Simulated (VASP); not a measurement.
Li2ZnO2:

```
CELL_PARAMETERS angstrom
2.89055 0.00000 0.00000
0.00000 2.89055 0.00000
0.00000 0.00000 7.43075
ATOMIC_POSITIONS crystal
Li 0.50000 0.50000 0.26561
Li 0.50000 0.50000 0.73439
Zn 0.00000 0.00000 0.00000
O 0.00000 0.00000 0.50000
O 0.50000 0.50000 0.50000
```

The cell was generated, and may not be a known phase.

| Quantity | Value |
| --- | --- |
| Program | VASP 6.6.1 |
| Task | relaxation of cell and atoms |
| Functional | PBE |
| Potentials or basis | VASP PAW PBE potentials, release 64 (Li_sv, Zn, O) |
| Cutoff | 600 eV |
| k mesh | 6 × 6 × 4 |
| Occupations | gaussian, width 0.1 eV |
| Spin | no spin polarisation |

At the start: pressure 0.3 GPa; volume 12.42 Å³/atom.

Question: How do energy, volume and symmetry change on relaxing?

Answer: Over 10 steps the energy falls by 16.2 meV/atom and the volume is 12.99 Å³/atom (+4.7 %); space group P4/mmm (No. 123, to 0.1 Å) before and after.

The path:
```tsv
step	energy change (eV)	largest force (eV/Å)	pressure (GPa)	volume (Å³)
1	0.0000	0.3978	0.33	62.09
2	-0.0200	0.3120	0.48	62.31
3	-0.0623	0.0224	1.09	62.98
4	-0.0166	0.8484	2.82	64.25
5	-0.0663	0.2832	1.58	63.34
6	-0.0775	0.1704	0.86	64.18
7	-0.0799	0.0814	0.30	64.89
8	-0.0799	0.0905	0.35	64.81
9	-0.0807	0.0624	0.20	64.88
10	-0.0812	0.0222	0.00	64.97
```

Final structure:
```
Li Zn O
1.0
     2.86894    0.00000    0.00000
     0.00000    2.86894    0.00000
     0.00000    0.00000    7.89408
Li Zn O
2 1 2
Direct
  0.50000 0.50000 0.28117
  0.50000 0.50000 0.71883
  0.00000 0.00000 0.00000
  0.00000 0.00000 0.50000
  0.50000 0.50000 0.50000
```

Caveat: the k points lie up to 0.37 Å⁻¹ apart in the final cell, too coarse for converged energies and pressures of a metal; the cutoff is under 1.25 times the usual one of these potentials, so pressure, stress and relaxed cells hold a basis-set (Pulay) error.
